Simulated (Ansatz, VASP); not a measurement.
Two plane-wave programs on Mg

```
Mg
1.0
     3.20927    0.00000    0.00000
    -1.60464    2.77931    0.00000
     0.00000    0.00000    5.21033
Mg
2
Cartesian
  -0.2121 1.6407 1.0026
  1.6046 0.9264 3.9077
```

Alike in both runs: task single point; functional PBEsol; k mesh 18 × 18 × 10; occupations gaussian, width 0.15 eV; no spin polarisation.

```csv
,VASP,Ansatz
version,VASP 6.6.1,Ansatz 0.2.0
potentials or method,"VASP PAW PBE potentials, release 64 (Mg), cutoff 520 eV","scalar-relativistic, plane waves, PAW"
valence electrons in the cell,4,20
```

VASP gave:

| Item | Value |
| --- | --- |
| gap on the k mesh at the Fermi level (eV) | none |
| pressure (GPa) | 0.3 |
| traceless stress, the component that is largest in VASP (GPa) | -1.42 |
| rms of the force components (eV/Å) | 0.538 |

What did Ansatz give for the same quantities?

gap on the k mesh at the Fermi level (eV): none; pressure (GPa): 0.3; traceless stress, the component that is largest in VASP (GPa): -1.41; rms of the force components (eV/Å): 0.535.

VASP's potentials were made for PBE, not for PBEsol. Atom by atom the forces differ by 0.003 eV/Å (rms over components). A gap of «none» marks a metal or a gap that the smearing closes. VASP's potentials hold 4 valence electrons a cell and Ansatz's 20, so a difference there can come from the potentials and not from the codes.
